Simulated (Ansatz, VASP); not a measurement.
## CsH in VASP and in Ansatz

File POSCAR:

```
CsH
1.0
    0.0000000000      3.1880000000      3.1880000000
    3.1880000000      0.0000000000      3.1880000000
    3.1880000000      3.1880000000      0.0000000000
Cs H
1 1
Direct
   -0.0156838143     -0.0156838143      0.0156838143
    0.5000000000      0.5000000000      0.5000000000
```

File INCAR.step1:

```
SYSTEM = CsH
  PREC = Accurate
  ENCUT = 520
  ISMEAR = 0
  SIGMA = 0.05
  LREAL = .False.
  LASPH = .True.
  NELM = 60
  NBANDS = 12
  GGA = PE
  ALGO = Normal
  EDIFF = 1E-4
  LWAVE = .True.
  LCHARG = .False.
```

File INCAR.step2:

```
SYSTEM = CsH
  PREC = Accurate
  ENCUT = 520
  EDIFF = 1E-7
  ISMEAR = 0
  SIGMA = 0.05
  LREAL = .False.
  LASPH = .True.
  NELM = 60
  ALGO = Normal
  ISIF = 2
  LWAVE = .False.
  LCHARG = .False.
  METAGGA = R2SCAN
  LMIXTAU = .True.
  NBANDS = 12
  ISTART = 1
```

KPOINTS

```
Automatic mesh
0
Gamma
  6 6 6
  0 0 0
```

Input for Ansatz:

```yaml
crystal:
  lattice:
    - [0.0, 3.188, 3.188]
    - [3.188, 0.0, 3.188]
    - [3.188, 3.188, 0.0]
  atoms:
    - { symbol: Cs, position: [-0.0156838143, -0.0156838143, 0.0156838143] }
    - { symbol: H, position: [0.5, 0.5, 0.5] }
basis:
  ecutwfc: 500
kpoints:
  mp_grid: { grid: [6, 6, 6] }
hamiltonian:
  xc: r2scan
scf:
  occupations: { method: gaussian, width: 0.05 }
output:
  forces: true
  stress: true
  eigenvalues: true
```

Change from the starting cell: all Cs atoms moved -0.100 Å, as atom 1 along Cartesian [0 0 1].

Alike in both runs: task single point; functional r2SCAN; k mesh 6 × 6 × 6; occupations gaussian, width 0.05 eV; no spin polarisation.

|  | VASP | Ansatz |
| --- | --- | --- |
| version | VASP 6.6.1 | Ansatz 0.2.0 |
| potentials or method | VASP PAW PBE potentials, release 64 (Cs_sv, H), cutoff 520 eV | scalar-relativistic, plane waves, PAW |
| valence electrons in the cell | 10 | 10 |

```csv
,VASP,Ansatz,Ansatz less VASP
gap on the k mesh at the Fermi level (eV),2.67,2.69,+0.017
least direct gap on the mesh (eV),2.67,2.69,+0.017
pressure (GPa),0.1,0.0,-0.02
"traceless stress, the component that is largest in VASP (GPa)",0.07,0.07,-0.002
rms of the force components (eV/Å),0.036,0.035,-0.0005
```

VASP's potentials were made for PBE, not for r2SCAN. Atom by atom the forces differ by 0.000 eV/Å (rms over components). With one functional, cell and mesh, what is left measures potentials, basis and numerics.

Spin-orbit coupling is off throughout.
